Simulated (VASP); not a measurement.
# NaHF2 (R-3m) in VASP: single point with PBEsol

Aim: the single point of NaHF2 with PBEsol.

Program: VASP 6.6.1. These are calculated values, not measurements. Logs are shortened: lines on timing, memory, paths and dates and some standing lists are left out, and cuts for length are marked.

### 1 The cell of the first run

Symmetry: R-3m, No. 166, trigonal system. The conventional cell has a = 3.457 Å, b = 3.457 Å, c = 13.917 Å, α = 90.00°, β = 90.00°, γ = 120.00°. Na (site symmetry -3m) has 6 F at 2.26 Å within 3.0 Å. Within 1.7 Å of H (site symmetry -3m) lie 2 F at 1.25 Å. Within 1.7 Å of F (site symmetry 3m) lie 1 H at 1.25 Å.

### 2 Single point, PBEsol

The input, INCAR:

```
PREC = Accurate
ENCUT = 520
EDIFF = 1E-6
ISMEAR = 0
SIGMA = 0.05
LREAL = F
LASPH = T
NELM = 60
ALGO = Normal
ISIF = 2
LWAVE = F
LCHARG = F
GGA = PS
NBANDS = 19
```

The input, KPOINTS:

```
regular mesh
0
Gamma
  9 9 9
```

The input, POSCAR:

```
NaHF2
1.0
    1.7284452171      0.9979183114      4.6388706988
   -1.7284452171      0.9979183114      4.6388706988
    0.0000000000     -1.9958366228      4.6388706988
Na H F
1 1 2
Direct
    0.0000000000      0.0000000000      0.0000000000
    0.5000000000      0.5000000000      0.5000000000
    0.4100000000      0.4100000000      0.4100000000
    0.5900000000      0.5900000000      0.5900000000
```

Potentials or basis: VASP PAW PBE potentials, release 64 (Na_pv, H, F).

Command:

```console
> cat potpaw_PBE.64/Na_pv/POTCAR potpaw_PBE.64/H/POTCAR potpaw_PBE.64/F/POTCAR > POTCAR
> mpirun -np 1 vasp_std > vasp.out
```

OUTCAR:

```text
PREC = Accurate
   ENCUT = 520
   EDIFF = 1E-6
   ISMEAR = 0
   LREAL = F
   LASPH = T
   NELM = 60
   ISIF = 2
   GGA = PS

 ion  position               nearest neighbor table
   1  0.000  0.000  0.000-   4 2.26   4 2.26   3 2.26   3 2.26   4 2.26   3 2.26
   2  0.500  0.500  0.500-   3 1.25   4 1.25
   3  0.410  0.410  0.410-   2 1.25   1 2.26   1 2.26   1 2.26
   4  0.590  0.590  0.590-   2 1.25   1 2.26   1 2.26   1 2.26

  LATTYP: Found a trigonal (rhomboedric) cell.
 ALAT       =     5.0499985332
 COS(alpha) =     0.7657073146

  Lattice vectors:

 A1 = (   1.7284452171,   0.9979183114,   4.6388706988)
 A2 = (  -1.7284452171,   0.9979183114,   4.6388706988)
 A3 = (   0.0000000000,  -1.9958366228,   4.6388706988)

Analysis of symmetry for initial positions (statically):
=====================================================================
 Subroutine PRICEL returns:
 Original cell was already a primitive cell.

 Routine SETGRP: Setting up the symmetry group for a
 trigonal (rhombohedral) supercell.

 Subroutine GETGRP returns: Found 12 space group operations
 (whereof 12 operations were pure point group operations)
 out of a pool of 12 trial point group operations.

The static configuration has the point symmetry D_3d.

Analysis of symmetry for dynamics (positions and initial velocities):
=====================================================================
 Subroutine PRICEL returns:
 Original cell was already a primitive cell.

 Routine SETGRP: Setting up the symmetry group for a
 trigonal (rhombohedral) supercell.

 Subroutine GETGRP returns: Found 12 space group operations
 (whereof 12 operations were pure point group operations)
 out of a pool of 12 trial point group operations.

The dynamic configuration has the point symmetry D_3d.

 Subroutine INISYM returns: Found 12 space group operations
 (whereof 12 operations are pure point group operations),
 and found     1 'primitive' translations

----------------------------------------------------------------------------------------

                                     Primitive cell

  volume of cell :      48.0081

  direct lattice vectors                    reciprocal lattice vectors
     1.728445217  0.997918311  4.638870699     0.289277320  0.167014339  0.071856569
    -1.728445217  0.997918311  4.638870699    -0.289277320  0.167014339  0.071856569
     0.000000000 -1.995836623  4.638870699     0.000000000 -0.334028677  0.071856569

  length of vectors
     5.049998533  5.049998533  5.049998533     0.341670197  0.341670197  0.341670197

  position of ions in fractional coordinates (direct lattice)
     0.000000000  0.000000000  0.000000000
     0.500000000  0.500000000  0.500000000
     0.410000000  0.410000000  0.410000000
     0.590000000  0.590000000  0.590000000

  ion indices of the primitive-cell ions
   primitive index   ion index
                 1           1
                 2           2
                 3           3
                 4           4

----------------------------------------------------------------------------------------

 KPOINTS: regular mesh

Automatic generation of k-mesh.
 Grid dimensions read from file:
 generate k-points for:    9    9    9

 Generating k-lattice:

  Cartesian coordinates                     Fractional coordinates (reciprocal lattice)
     0.032141924  0.018557149  0.007984063     0.111111111 -0.000000000 -0.000000000
    -0.032141924  0.018557149  0.007984063    -0.000000000  0.111111111 -0.000000000
     0.000000000 -0.037114297  0.007984063    -0.000000000 -0.000000000  0.111111111

  Length of vectors
     0.037963355  0.037963355  0.037963355

  Shift w.r.t. Gamma in fractional coordinates (k-lattice)
     0.000000000  0.000000000  0.000000000

 Subroutine IBZKPT returns following result:
 ===========================================

 Found     85 irreducible k-points:

 Following reciprocal coordinates:
            Coordinates               Weight
  0.000000  0.000000  0.000000      1.000000
  0.111111 -0.000000 -0.000000      6.000000
  0.222222  0.000000 -0.000000      6.000000
  0.333333 -0.000000 -0.000000      6.000000
  0.444444  0.000000 -0.000000      6.000000
  0.111111  0.111111 -0.000000      6.000000
[... 16 lines left out ...]
 -0.333333  0.333333  0.000000      6.000000
  0.444444  0.444444 -0.000000      6.000000
 [... further k-points ...]
   k-points           NKPTS =     85   k-points in BZ     NKDIM =     85   number of bands    NBANDS=     19
   number of dos      NEDOS =    301   number of ions     NIONS =      4
   total plane-waves  NPLWV =  64000
   dimension x,y,z NGX =    40 NGY =   40 NGZ =   40
   dimension x,y,z NGXF=    80 NGYF=   80 NGZF=   80
   ions per type =               1   1   2
   NGX,Y,Z   is equivalent  to a cutoff of  13.17, 13.17, 13.17 a.u.
   NGXF,Y,Z  is equivalent  to a cutoff of  26.34, 26.34, 26.34 a.u.
 SYSTEM =  unknown system
   PREC   = accura    normal or accurate (medium, high low for compatibility)
   ISTART =      0    job   : 0-new  1-cont  2-samecut
   ICHARG =      2    charge: 1-file 2-atom 10-const
   ISPIN  =      1    spin polarized calculation?
   LNONCOLLINEAR =      F non collinear calculations
   LSORBIT =      F    spin-orbit coupling
   LASPH  =      T    aspherical Exc in radial PAW
   ENCUT  =  520.0 eV  38.22 Ry    6.18 a.u.   9.39  9.39  9.39*2*pi/ulx,y,z
   NELM   =     60;   NELMIN=  2; NELMDL= -5     # of ELM steps
   EDIFF  = 0.1E-05   stopping-criterion for ELM
   LREAL  =      F    real-space projection
   EDIFFG = 0.1E-04   stopping-criterion for IOM
   NSW    =      0    number of steps for IOM
   IBRION =     -1    ionic relax: 0-MD 1-quasi-New 2-CG
   NFREE  =      0    steps in history (QN), initial steepest desc. (CG)
   ISIF   =      2    stress and relaxation
   ISYM   =      2    0-nonsym 1-usesym 2-fastsym
   POTIM  = 0.5000    time-step for ionic-motion
   TEBEG  =    0.0;   TEEND  =   0.0 temperature during run
   PSTRESS=    0.0 pullay stress
   NELECT =      22.0000    total number of electrons
   NUPDOWN=      -1.0000    fix difference up-down
   EMIN   =  10.00;   EMAX   =-10.00  energy-range for DOS
   EFERMI =   0.00;   METHOD = LEGACY
   ISMEAR =     0;   SIGMA  =   0.05  broadening in eV -4-tet -1-fermi 0-gaus
   EFERMI_NEDOS =   21; number of points for ismear=-14 and -15
   IALGO  =     38    algorithm
   IMIX   =      4    mixing-type and parameters
     AMIX     =   0.40;   BMIX     =  1.00
     AMIX_MAG =   1.60;   BMIX_MAG =  1.00
  volume/ion in A,a.u.               =      12.00        80.99
  Fermi-wavevector in a.u.,A,eV,Ry     =   1.262150  2.385118 21.674393  1.593023
  Thomas-Fermi vector in A             =   2.395573
   LORBIT       =      0    0 simple, 1 ext, 2 COOP (PROOUT), +10 PAW based schemes
   GGA     = PS    functional components
   LHFCALC =     F    Hartree Fock is set to
   AEXX    =    0.0000 exact exchange contribution
   IVDW    =     0    specifies the selected vdW correction
   LEPSILON=     F    determine dielectric tensor
   LRPA    =     F    only Hartree local field effects (RPA)
 non-spin polarized calculation
 Gauss-broadening in eV      SIGMA  =   0.05
  energy-cutoff  :      520.00
  volume of cell :       48.01
 maximum number of plane-waves:      1314
 NGX is ok and might be reduce to    40
   NGX = 19   NGY = 19   NGZ = 19

 number of electron      21.9999997 magnetization

 Free energy of the ion-electron system (eV)
  ---------------------------------------------------
  ext. energy  EPLUGINS =         0.00000000
  ---------------------------------------------------
  free energy    TOTEN  =       -17.43337604 eV

  energy without entropy =      -17.43337604  energy(sigma->0) =      -17.43337604

 E-fermi :  -3.7714     XC(G=0):  -8.2105

 val. band max:       -3.9910577559   @ k =   0.4444   0.4444   0.4444
 cond. band min:       2.6136579297   @ k =   0.0000   0.0000   0.0000
 fundamental gap:      6.6047156856
 Fermi energy:        -3.7714102851

 k-point     1 :       0.0000    0.0000    0.0000
  band No.  band energies     occupation
      1     -23.9025      2.00000
      2     -23.2594      2.00000
      3     -22.0037      2.00000
      4     -22.0037      2.00000
      5     -21.8103      2.00000
      6      -8.3826      2.00000
[... 11 lines left out ...]
     18      17.1951      0.00000
     19      17.1951      0.00000

 k-point     2 :       0.1111   -0.0000   -0.0000
  band No.  band energies     occupation
      1     -23.9107      2.00000
      2     -23.2397      2.00000
      3     -22.0061      2.00000
      4     -21.9857      2.00000
      5     -21.8336      2.00000
      6      -8.3371      2.00000
[... 11 lines left out ...]
     18      16.2422      0.00000
     19      16.9980      0.00000

 k-point     3 :       0.2222    0.0000   -0.0000
  band No.  band energies     occupation
      1     -23.9302      2.00000
      2     -23.1860      2.00000
      3     -22.0123      2.00000
      4     -21.9525      2.00000
      5     -21.8839      2.00000
      6      -8.2195      2.00000
[... 11 lines left out ...]
     18      15.1037      0.00000
     19      16.6968      0.00000

 k-point     4 :       0.3333   -0.0000   -0.0000
  band No.  band energies     occupation
      1     -23.9507      2.00000
      2     -23.1172      2.00000
      3     -22.0194      2.00000
      4     -21.9989      2.00000
      5     -21.8656      2.00000
      6      -8.0803      2.00000
[... 11 lines left out ...]
     18      14.9221      0.00000
     19      16.5498      0.00000

 k-point     5 :       0.4444    0.0000   -0.0000
  band No.  band energies     occupation
      1     -23.9635      2.00000
      2     -23.0664      2.00000
      3     -22.0555      2.00000
      4     -22.0240      2.00000
      5     -21.8336      2.00000
      6      -7.9856      2.00000
[... 11 lines left out ...]
     18      14.7977      0.00000
     19      16.4783      0.00000

 k-point     6 :       0.1111    0.1111   -0.0000
  band No.  band energies     occupation
      1     -23.9059      2.00000
      2     -23.2445      2.00000
      3     -22.0061      2.00000
      4     -21.9860      2.00000
      5     -21.8345      2.00000
      6      -8.3173      2.00000
[... 11 lines left out ...]
     18      16.0276      0.00000
     19      17.2551      0.00000

 k-point     7 :       0.2222    0.1111   -0.0000
  band No.  band energies     occupation
      1     -23.9115      2.00000
      2     -23.2195      2.00000
      3     -22.0135      2.00000
      4     -21.9540      2.00000
      5     -21.8717      2.00000
      6      -8.2208      2.00000
[... 11 lines left out ...]
     18      15.3995      0.00000
     19      16.5708      0.00000

 k-point     8 :       0.3333    0.1111    0.0000
  band No.  band energies     occupation
      1     -23.9236      2.00000
      2     -23.1734      2.00000
      3     -22.0292      2.00000
      4     -21.9290      2.00000
      5     -21.9030      2.00000
      6      -8.0885      2.00000
[... 256 lines left out ...]
 k-point    20 :       0.3333    0.3333   -0.0000
  band No.  band energies     occupation
      1     -23.8251      2.00000
      2     -23.3091      2.00000
      3     -22.0215      2.00000
      4     -22.0195      2.00000
      5     -21.7804      2.00000
      6      -7.9710      2.00000
[... 11 lines left out ...]
     18      15.1174      0.00000
     19      16.7207      0.00000

 k-point    21 :       0.4444    0.3333   -0.0000
  band No.  band energies     occupation
      1     -23.7904      2.00000
      2     -23.3450      2.00000
      3     -22.0528      2.00000
      4     -21.9988      2.00000
      5     -21.7610      2.00000
      6      -7.8967      2.00000
[... 11 lines left out ...]
     18      15.8334      0.00000
     19      15.9626      0.00000

 k-point    22 :      -0.4444    0.3333    0.0000
  band No.  band energies     occupation
      1     -23.7920      2.00000
      2     -23.3380      2.00000
      3     -22.0611      2.00000
      4     -21.9645      2.00000
      5     -21.7850      2.00000
      6      -7.8601      2.00000
[... 11 lines left out ...]
     18      15.3787      0.00000
     19      16.5755      0.00000

 k-point    23 :      -0.3333    0.3333    0.0000
  band No.  band energies     occupation
      1     -23.8382      2.00000
      2     -23.2748      2.00000
      3     -22.0608      2.00000
      4     -21.9218      2.00000
      5     -21.8413      2.00000
      6      -7.8807      2.00000
[... 11 lines left out ...]
     18      15.4967      0.00000
     19      15.9397      0.00000

 k-point    24 :       0.4444    0.4444   -0.0000
  band No.  band energies     occupation
      1     -23.7278      2.00000
      2     -23.4178      2.00000
      3     -22.0595      2.00000
      4     -22.0242      2.00000
      5     -21.7167      2.00000
      6      -7.8536      2.00000
[... 11 lines left out ...]
     18      15.8995      0.00000
     19      16.6261      0.00000

 [... further k-points ...]

------------------------ aborting loop because EDIFF is reached ----------------------------------------

  FORCE on cell =-STRESS in cart. coord.  units (eV):
  Direction    XX          YY          ZZ          XY          YZ          ZX
  --------------------------------------------------------------------------------------
  -------------------------------------------------------------------------------------
  Total        0.4575782      0.4575782     -4.5773522      0.0000000      0.0000000     -0.0000000
  in kB       15.2707989     15.2707989   -152.7603984      0.0000000      0.0000000     -0.0000000
  external PRESSURE =     -40.7396002 kB  Pullay stress =       0.0000000 kB

 VOLUME and BASIS-vectors are now :
 -----------------------------------------------------------------------------
  energy-cutoff  :      520.00
  volume of cell :       48.01
      direct lattice vectors                 reciprocal lattice vectors
     1.728445217  0.997918311  4.638870699     0.289277320  0.167014339  0.071856569
    -1.728445217  0.997918311  4.638870699    -0.289277320  0.167014339  0.071856569
     0.000000000 -1.995836623  4.638870699     0.000000000 -0.334028677  0.071856569

 POSITION                                       TOTAL-FORCE (eV/Angst)
 -----------------------------------------------------------------------------------
      0.00000      0.00000      0.00000         0.000000      0.000000     -0.000000
      0.00000      0.00000      6.95831         0.000000     -0.000000     -0.000000
      0.00000      0.00000      5.70581         0.000000      0.000000      2.287575
      0.00000      0.00000      8.21080         0.000000      0.000000     -2.287575
 -----------------------------------------------------------------------------------
    total drift:                                0.000000      0.000000     -0.000000

  FREE ENERGIE OF THE ION-ELECTRON SYSTEM (eV)
  ---------------------------------------------------
  free  energy   TOTEN  =       -17.4333760354 eV

  energy  without entropy=      -17.4333760354  energy(sigma->0) =      -17.43337604
```

Wall time 91 s (1 thread of Intel Xeon Platinum 8488C (Sapphire Rapids), shared host); peak memory 0.26 GiB.

What came out:

```
Free energy            : -17.4334 eV
Pressure               : -4.1 GPa
Largest force          : 2.288 eV/Å
Band gap on the k mesh : 6.60 eV, indirect (least direct gap 6.89 eV)
```

Forces in eV/Å, atoms in the order of the input:
```
Na   0.000  0.000  0.000
H    0.000  0.000  0.000
F    0.000  0.000  2.288
F    0.000  0.000 -2.288
```

Stress tensor (GPa, compression positive):
```
  1.53   0.00   0.00
  0.00   1.53   0.00
  0.00   0.00 -15.28
```

Caveat: the PAW data sets were made with another functional, which shifts forces and pressure a little. A k mesh can miss the band edges.
